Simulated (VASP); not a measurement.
# TiO (P-6m2) in VASP: notebook

The runs below take TiO through single point, relaxation of shape and atoms at fixed volume, with PBEsol.

Everything below comes from runs of VASP 6.6.1. Logs are shortened: lines on timing, memory, paths and dates and some standing lists are left out, and cuts for length are marked.

### Step 1. The cell of the first run

Symmetry: P-6m2, No. 187, hexagonal system. The conventional cell has a = 2.819 Å, b = 2.819 Å, c = 2.818 Å, α = 90.00°, β = 90.00°, γ = 120.00°. Ti (site symmetry -6m2) has 6 O at 2.15 Å within 2.8 Å. O (site symmetry -6m2) has 6 Ti at 2.15 Å within 2.8 Å.

### Step 2. Single point, PBEsol (volume scaled by 1.03, then relaxed in part)

The input, INCAR:

```
ALGO = Normal
EDIFF = 1E-7
ENCUT = 520
GGA = PS
ISIF = 2
ISMEAR = 0
LASPH = True
LCHARG = True
LELF = True
LREAL = False
LVHAR = True
LWAVE = False
NBANDS = 16
NELM = 60
PREC = Accurate
SIGMA = 0.1
```

The input, KPOINTS:

```
k-points
0
Gamma
  18 18 16
```

The input, POSCAR:

```
TiO
1.0
    2.8185171694      0.0000000000      0.0000000000
   -1.4092585847      2.4409074697      0.0000000000
    0.0000000000      0.0000000000      2.8177052384
Ti O
1 1
Direct
    0.6666666667      0.3333333333      0.0000000000
    0.0000000000      0.0000000000      0.5000000000
```

Potentials or basis: VASP PAW PBE potentials, release 64 (Ti_sv, O).

Launch:

```bash
$ cat potpaw_PBE.64/Ti_sv/POTCAR potpaw_PBE.64/O/POTCAR > POTCAR
$ mpirun -np 1 vasp_std > vasp.out
```

OUTCAR:

```text
EDIFF = 1E-7
   ENCUT = 520
   GGA = PS
   ISIF = 2
   ISMEAR = 0
   LASPH = True
   LREAL = False
   NELM = 60
   PREC = Accurate

 ion  position               nearest neighbor table
   1  0.667  0.333  0.000-   2 2.15   2 2.15   2 2.15   2 2.15   2 2.15   2 2.15
   2  0.000  0.000  0.500-   1 2.15   1 2.15   1 2.15   1 2.15   1 2.15   1 2.15

  LATTYP: Found a hexagonal cell.
 ALAT       =     2.8185171694
 C/A-ratio  =     0.9997119297

  Lattice vectors:

 A1 = (   2.8185171694,   0.0000000000,   0.0000000000)
 A2 = (  -1.4092585847,   2.4409074697,   0.0000000000)
 A3 = (   0.0000000000,   0.0000000000,   2.8177052384)

Analysis of symmetry for initial positions (statically):
=====================================================================
 Subroutine PRICEL returns:
 Original cell was already a primitive cell.

 Routine SETGRP: Setting up the symmetry group for a
 hexagonal supercell.

 Subroutine GETGRP returns: Found 12 space group operations
 (whereof 12 operations were pure point group operations)
 out of a pool of 24 trial point group operations.

The static configuration has the point symmetry D_3h.

Analysis of symmetry for dynamics (positions and initial velocities):
=====================================================================
 Subroutine PRICEL returns:
 Original cell was already a primitive cell.

 Routine SETGRP: Setting up the symmetry group for a
 hexagonal supercell.

 Subroutine GETGRP returns: Found 12 space group operations
 (whereof 12 operations were pure point group operations)
 out of a pool of 24 trial point group operations.

The dynamic configuration has the point symmetry D_3h.

 Subroutine INISYM returns: Found 12 space group operations
 (whereof 12 operations are pure point group operations),
 and found     1 'primitive' translations

----------------------------------------------------------------------------------------

                                     Primitive cell

  volume of cell :      19.3851

  direct lattice vectors                    reciprocal lattice vectors
     2.818517169  0.000000000  0.000000000     0.354796490  0.204841849  0.000000000
    -1.409258585  2.440907470  0.000000000     0.000000000  0.409683699  0.000000000
     0.000000000  0.000000000  2.817705238     0.000000000  0.000000000  0.354898726

  length of vectors
     2.818517169  2.818517169  2.817705238     0.409683699  0.409683699  0.354898726

  position of ions in fractional coordinates (direct lattice)
     0.666666667  0.333333333  0.000000000
     0.000000000  0.000000000  0.500000000

  ion indices of the primitive-cell ions
   primitive index   ion index
                 1           1
                 2           2

----------------------------------------------------------------------------------------

 KPOINTS: k-points

Automatic generation of k-mesh.
 Grid dimensions read from file:
 generate k-points for:   18   18   16

 Generating k-lattice:

  Cartesian coordinates                     Fractional coordinates (reciprocal lattice)
     0.019710916  0.011380103  0.000000000     0.055555556 -0.000000000  0.000000000
     0.000000000  0.022760205  0.000000000     0.000000000  0.055555556  0.000000000
     0.000000000  0.000000000  0.022181170     0.000000000  0.000000000  0.062500000

  Length of vectors
     0.022760205  0.022760205  0.022181170

  Shift w.r.t. Gamma in fractional coordinates (k-lattice)
     0.000000000  0.000000000  0.000000000

 Subroutine IBZKPT returns following result:
 ===========================================

 Found    333 irreducible k-points:

 Following reciprocal coordinates:
            Coordinates               Weight
  0.000000  0.000000  0.000000      1.000000
  0.055556  0.000000  0.000000      6.000000
  0.111111  0.000000  0.000000      6.000000
  0.166667  0.000000  0.000000      6.000000
  0.222222  0.000000  0.000000      6.000000
  0.277778  0.000000  0.000000      6.000000
[... 16 lines left out ...]
  0.333333  0.111111  0.000000     12.000000
  0.388889  0.111111  0.000000     12.000000
 [... further k-points ...]
   k-points           NKPTS =    333   k-points in BZ     NKDIM =    333   number of bands    NBANDS=     16
   number of dos      NEDOS =    301   number of ions     NIONS =      2
   total plane-waves  NPLWV =  13824
   dimension x,y,z NGX =    24 NGY =   24 NGZ =   24
   dimension x,y,z NGXF=    48 NGYF=   48 NGZF=   48
   ions per type =               1   1
   NGX,Y,Z   is equivalent  to a cutoff of  14.16, 14.16, 14.16 a.u.
   NGXF,Y,Z  is equivalent  to a cutoff of  28.31, 28.31, 28.32 a.u.
 SYSTEM =  unknown system
   PREC   = accura    normal or accurate (medium, high low for compatibility)
   ISTART =      0    job   : 0-new  1-cont  2-samecut
   ICHARG =      2    charge: 1-file 2-atom 10-const
   ISPIN  =      1    spin polarized calculation?
   LNONCOLLINEAR =      F non collinear calculations
   LSORBIT =      F    spin-orbit coupling
   LASPH  =      T    aspherical Exc in radial PAW
   ENCUT  =  520.0 eV  38.22 Ry    6.18 a.u.   5.24  5.24  5.24*2*pi/ulx,y,z
   NELM   =     60;   NELMIN=  2; NELMDL= -5     # of ELM steps
   EDIFF  = 0.1E-06   stopping-criterion for ELM
   LREAL  =      F    real-space projection
   EDIFFG = 0.1E-05   stopping-criterion for IOM
   NSW    =      0    number of steps for IOM
   IBRION =     -1    ionic relax: 0-MD 1-quasi-New 2-CG
   NFREE  =      0    steps in history (QN), initial steepest desc. (CG)
   ISIF   =      2    stress and relaxation
   ISYM   =      2    0-nonsym 1-usesym 2-fastsym
   POTIM  = 0.5000    time-step for ionic-motion
   TEBEG  =    0.0;   TEEND  =   0.0 temperature during run
   PSTRESS=    0.0 pullay stress
   NELECT =      18.0000    total number of electrons
   NUPDOWN=      -1.0000    fix difference up-down
   EMIN   =  10.00;   EMAX   =-10.00  energy-range for DOS
   EFERMI =   0.00;   METHOD = LEGACY
   ISMEAR =     0;   SIGMA  =   0.10  broadening in eV -4-tet -1-fermi 0-gaus
   EFERMI_NEDOS =   21; number of points for ismear=-14 and -15
   IALGO  =     38    algorithm
   IMIX   =      4    mixing-type and parameters
     AMIX     =   0.40;   BMIX     =  1.00
     AMIX_MAG =   1.60;   BMIX_MAG =  1.00
  volume/ion in A,a.u.               =       9.69        65.41
  Fermi-wavevector in a.u.,A,eV,Ry     =   1.597141  3.018158 34.706531  2.550858
  Thomas-Fermi vector in A             =   2.694793
   LORBIT       =      0    0 simple, 1 ext, 2 COOP (PROOUT), +10 PAW based schemes
   GGA     = PS    functional components
   LHFCALC =     F    Hartree Fock is set to
   AEXX    =    0.0000 exact exchange contribution
   IVDW    =     0    specifies the selected vdW correction
   LEPSILON=     F    determine dielectric tensor
   LRPA    =     F    only Hartree local field effects (RPA)
 non-spin polarized calculation
 Gauss-broadening in eV      SIGMA  =   0.10
  energy-cutoff  :      520.00
  volume of cell :       19.39
 maximum number of plane-waves:       540
 NGX is ok and might be reduce to    24
   NGX = 11   NGY = 11   NGZ = 11

 number of electron      18.0000002 magnetization

 Free energy of the ion-electron system (eV)
  ---------------------------------------------------
  ext. energy  EPLUGINS =         0.00000000
  ---------------------------------------------------
  free energy    TOTEN  =       -18.76313666 eV

  energy without entropy =      -18.76292104  energy(sigma->0) =      -18.76302885

 E-fermi :  11.2128     XC(G=0): -13.0858

 val. band max:       11.0468694361   @ k =   0.0556   0.0000   0.5000
 cond. band min:      11.2228409511   @ k =   0.0000   0.0000   0.5000
 fundamental gap:      0.1759715150
 Fermi energy:        11.2127827213

 k-point     1 :       0.0000    0.0000    0.0000
  band No.  band energies     occupation
      1     -46.3180      2.00000
      2     -22.5974      2.00000
      3     -22.2365      2.00000
      4     -22.2365      2.00000
      5     -10.6107      2.00000
      6       5.5506      2.00000
[... 8 lines left out ...]
     15      25.2820      0.00000
     16      28.2579      0.00000

 k-point     2 :       0.0556    0.0000    0.0000
  band No.  band energies     occupation
      1     -46.3141      2.00000
      2     -22.5938      2.00000
      3     -22.2642      2.00000
      4     -22.2419      2.00000
      5     -10.5721      2.00000
      6       5.3969      2.00000
[... 8 lines left out ...]
     15      25.2112      0.00000
     16      28.2040      0.00000

 k-point     3 :       0.1111    0.0000    0.0000
  band No.  band energies     occupation
      1     -46.3026      2.00000
      2     -22.5836      2.00000
      3     -22.3430      2.00000
      4     -22.2575      2.00000
      5     -10.4610      2.00000
      6       4.9918      2.00000
[... 8 lines left out ...]
     15      25.0279      0.00000
     16      28.0383      0.00000

 k-point     4 :       0.1667    0.0000    0.0000
  band No.  band energies     occupation
      1     -46.2850      2.00000
      2     -22.5679      2.00000
      3     -22.4619      2.00000
      4     -22.2813      2.00000
      5     -10.2905      2.00000
      6       4.4497      2.00000
[... 8 lines left out ...]
     15      24.7953      0.00000
     16      27.7449      0.00000

 k-point     5 :       0.2222    0.0000    0.0000
  band No.  band energies     occupation
      1     -46.2634      2.00000
      2     -22.6047      2.00000
      3     -22.5485      2.00000
      4     -22.3104      2.00000
      5     -10.0805      2.00000
      6       3.8719      2.00000
[... 8 lines left out ...]
     15      24.5604      0.00000
     16      27.3142      0.00000

 k-point     6 :       0.2778    0.0000    0.0000
  band No.  band energies     occupation
      1     -46.2402      2.00000
      2     -22.7533      2.00000
      3     -22.5278      2.00000
      4     -22.3411      2.00000
      5      -9.8550      2.00000
      6       3.3280      2.00000
[... 8 lines left out ...]
     15      24.3037      0.00000
     16      26.8008      0.00000

 k-point     7 :       0.3333   -0.0000    0.0000
  band No.  band energies     occupation
      1     -46.2183      2.00000
      2     -22.8900      2.00000
      3     -22.5083      2.00000
      4     -22.3698      2.00000
      5      -9.6406      2.00000
      6       2.8639      2.00000
[... 8 lines left out ...]
     15      23.9202      0.00000
     16      26.3680      0.00000

 k-point     8 :       0.3889   -0.0000    0.0000
  band No.  band energies     occupation
      1     -46.2004      2.00000
      2     -22.9994      2.00000
      3     -22.4924      2.00000
      4     -22.3931      2.00000
      5      -9.4633      2.00000
      6       2.5108      2.00000
[... 8 lines left out ...]
     15      23.3548      0.00000
     16      26.1606      0.00000

 k-point     9 :       0.4444    0.0000    0.0000
  band No.  band energies     occupation
      1     -46.1887      2.00000
      2     -23.0699      2.00000
      3     -22.4819      2.00000
      4     -22.4082      2.00000
      5      -9.3465      2.00000
      6       2.2901      2.00000
[... 8 lines left out ...]
     15      22.7979      0.00000
     16      26.1219      0.00000
[... 172 lines left out ...]
 k-point    19 :       0.1111    0.1111    0.0000
  band No.  band energies     occupation
      1     -46.2753      2.00000
      2     -22.5592      2.00000
      3     -22.5174      2.00000
      4     -22.3040      2.00000
      5     -10.1959      2.00000
      6       4.2196      2.00000
[... 8 lines left out ...]
     15      24.6973      0.00000
     16      27.5793      0.00000

 k-point    20 :       0.1667    0.1111    0.0000
  band No.  band energies     occupation
      1     -46.2549      2.00000
      2     -22.6405      2.00000
      3     -22.5409      2.00000
      4     -22.3416      2.00000
      5      -9.9978      2.00000
      6       3.7449      2.00000
[... 8 lines left out ...]
     15      24.5086      0.00000
     16      27.1683      0.00000

 k-point    21 :       0.2222    0.1111    0.0000
  band No.  band energies     occupation
      1     -46.2331      2.00000
      2     -22.7683      2.00000
      3     -22.5215      2.00000
      4     -22.3822      2.00000
      5      -9.7851      2.00000
      6       3.2947      2.00000
[... 8 lines left out ...]
     15      24.2956      0.00000
     16      26.6778      0.00000

 k-point    22 :       0.2778    0.1111    0.0000
  band No.  band energies     occupation
      1     -46.2125      2.00000
      2     -22.8860      2.00000
      3     -22.5031      2.00000
      4     -22.4203      2.00000
      5      -9.5832      2.00000
      6       2.9093      2.00000
[... 8 lines left out ...]
     15      23.9660      0.00000
     16      26.2386      0.00000

 k-point    23 :       0.3333    0.1111    0.0000
  band No.  band energies     occupation
      1     -46.1957      2.00000
      2     -22.9803      2.00000
      3     -22.4882      2.00000
      4     -22.4514      2.00000
      5      -9.4167      2.00000
      6       2.6161      2.00000
[... 8 lines left out ...]
     15      23.4582      0.00000
     16      25.9836      0.00000

 k-point    24 :       0.3889    0.1111    0.0000
  band No.  band energies     occupation
      1     -46.1846      2.00000
      2     -23.0411      2.00000
      3     -22.4784      2.00000
      4     -22.4716      2.00000
      5      -9.3070      2.00000
      6       2.4333      2.00000
[... 8 lines left out ...]
     15      22.9286      0.00000
     16      25.8903      0.00000

 [... further k-points ...]
[... 5 lines left out ...]
  --------------------------------------------------------------------------------------
  -------------------------------------------------------------------------------------
  Total       -0.7914417     -0.7914417     -0.7666377      0.0000000      0.0000000      0.0000000
  in kB      -65.4126820    -65.4126820    -63.3626265      0.0000000      0.0000000      0.0000000
  external PRESSURE =     -64.7293302 kB  Pullay stress =       0.0000000 kB

 VOLUME and BASIS-vectors are now :
 -----------------------------------------------------------------------------
  energy-cutoff  :      520.00
  volume of cell :       19.39
      direct lattice vectors                 reciprocal lattice vectors
     2.818517169  0.000000000  0.000000000     0.354796490  0.204841849  0.000000000
    -1.409258585  2.440907470  0.000000000     0.000000000  0.409683699  0.000000000
     0.000000000  0.000000000  2.817705238     0.000000000  0.000000000  0.354898726

 POSITION                                       TOTAL-FORCE (eV/Angst)
 -----------------------------------------------------------------------------------
      1.40926      0.81364      0.00000         0.000000      0.000000      0.000000
      0.00000      0.00000      1.40885        -0.000000      0.000000      0.000000
 -----------------------------------------------------------------------------------
    total drift:                               -0.000000      0.000000      0.000000

  FREE ENERGIE OF THE ION-ELECTRON SYSTEM (eV)
  ---------------------------------------------------
  free  energy   TOTEN  =       -18.7631366604 eV

  energy  without entropy=      -18.7629210427  energy(sigma->0) =      -18.76302885
```

It took 1.7 min on 1 thread of Intel Xeon Platinum 8488C (Sapphire Rapids), shared host; peak memory 0.22 GiB.

Results:

```
Free energy            : -18.7631 eV
Pressure               : -6.5 GPa
Band gap on the k mesh : zero (band 9 reaches 11.29 eV, above the bottom of band 10 at 11.22 eV)
```

Caveat: the PAW data sets were made with another functional, which shifts forces and pressure a little; semilocal functionals often make such compounds metallic where correlation or magnetic order opens a gap, which also shifts bond lengths.

(Continued in part 2 of 2.)
